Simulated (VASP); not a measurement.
Here is a VASP 6.6.1 calculation.

The input INCAR:

```
ALGO = Fast
EDIFF = 1E-6
ENCUT = 520
GGA = PE
ISIF = 2
ISMEAR = -1
LASPH = T
LCHARG = F
LREAL = F
LWAVE = F
NBANDS = 25
NELM = 80
PREC = Accurate
SIGMA = 0.05
```

File KPOINTS:

```
k-points
0
Gamma
  7 7 7
```

File POSCAR:

```
Hg
1.0
    4.5400000000      0.0000000000      0.0000000000
   -2.2700000000      3.9317553332      0.0000000000
    0.0000000000      0.0000000000      3.8700000000
Hg
3
Direct
    0.6666666667      0.3333333333      0.5000000000
    0.0000000000      0.0000000000      0.0000000000
    0.3333333333      0.6666666667      0.5000000000
```

Potentials or basis: VASP PAW PBE potentials, release 64 (Hg).

Run with:

```sh
$ cat potpaw_PBE.64/Hg/POTCAR > POTCAR
$ mpirun -np 1 vasp_std > vasp.out
```

Question: Predict the pressure.

Answer: 13.6 GPa.

Question: Estimate the band gap on the k mesh.

Answer: Zero (bands 18 and 19 overlap by 5.10 eV).

Stress tensor (GPa, compression positive):
```
18.24  0.00  0.00
 0.00 18.24  0.00
 0.00  0.00  4.20
```

Caveat: the cell stands under pressure; spin-orbit coupling is left out, which moves the levels of the heavy elements.
